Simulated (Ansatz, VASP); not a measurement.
# Two plane-wave programs on HgTe

```xyz
2
Lattice="0.0000 3.2235 3.2880 3.2235 0.0000 3.2880 3.2235 3.2235 0.0000" Properties=species:S:1:pos:R:3 pbc="T T T"
Hg    0.0000    0.0000    0.0000
Te    4.8353    4.8353    4.9320
```

Change from the starting cell: zz strain of +2 %, PAW files.

Alike in both runs: task electric field gradients; functional PBEsol; k mesh 9 × 9 × 9; occupations fermi-dirac, width 0.05 eV; no spin polarisation.

```csv
,VASP,Ansatz
version,VASP 6.6.1,Ansatz 0.2.0
potentials or method,"VASP PAW PBE potentials, release 64 (Hg, Te)","PAW with Ansatz's default frozen-core files, scalar-relativistic"
plane-wave cutoff (eV),520,420
valence electrons in the cell,18,36
```

Ansatz gave:

```
pressure (GPa)                                                : 0.4
traceless stress, the component that is largest in VASP (GPa) : -0.21
size of Vzz on the site where it differs most (V/Å²)          : 10.7
```

Task: Which values does VASP return?

Result: Pressure (GPa): 0.5; traceless stress, the component that is largest in VASP (GPa): -0.21; size of Vzz on the site where it differs most (V/Å²): 12.5.

VASP's potentials were made for PBE, not for PBEsol. VASP's potentials hold 18 valence electrons a cell and Ansatz's 36, so a difference there can come from the potentials and not from the codes.

Spin-orbit coupling is off throughout.
